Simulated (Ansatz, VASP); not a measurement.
# Two plane-wave programs on AlAs

```
CELL_PARAMETERS angstrom
4.05025 0.00000 0.00000
0.00000 5.72791 0.00000
0.00000 0.00000 4.05025
ATOMIC_POSITIONS crystal
Al 0.00000 0.00000 0.00000
Al 0.50000 0.50000 0.50000
As 0.00000 0.25000 0.50000
As 0.50000 0.75000 0.00000
```

Alike in both runs: functional PBE; k mesh 8 × 6 × 8; occupations gaussian, width 0.02 eV; no spin polarisation.

Ansatz relaxed the structure, and its values are those at the end. VASP's run is a single point on that final structure, the one shown.

```csv
,VASP,Ansatz
version,VASP 6.6.1,Ansatz 0.2.0
potentials or method,"VASP PAW PBE potentials, release 64 (Al, As), cutoff 500 eV","scalar-relativistic, plane waves, PAW"
valence electrons in the cell,16,36
```

```tsv
	VASP	Ansatz	Ansatz less VASP
gap on the k mesh at the Fermi level (eV)	1.50	1.50	+0.009
least direct gap on the mesh (eV)	1.50	1.50	+0.009
pressure (GPa)	0.2	0.0	-0.17
```

VASP's potentials hold 16 valence electrons a cell and Ansatz's 36, so a difference there can come from the potentials and not from the codes. Ansatz's warnings: stress scf threshold loose.
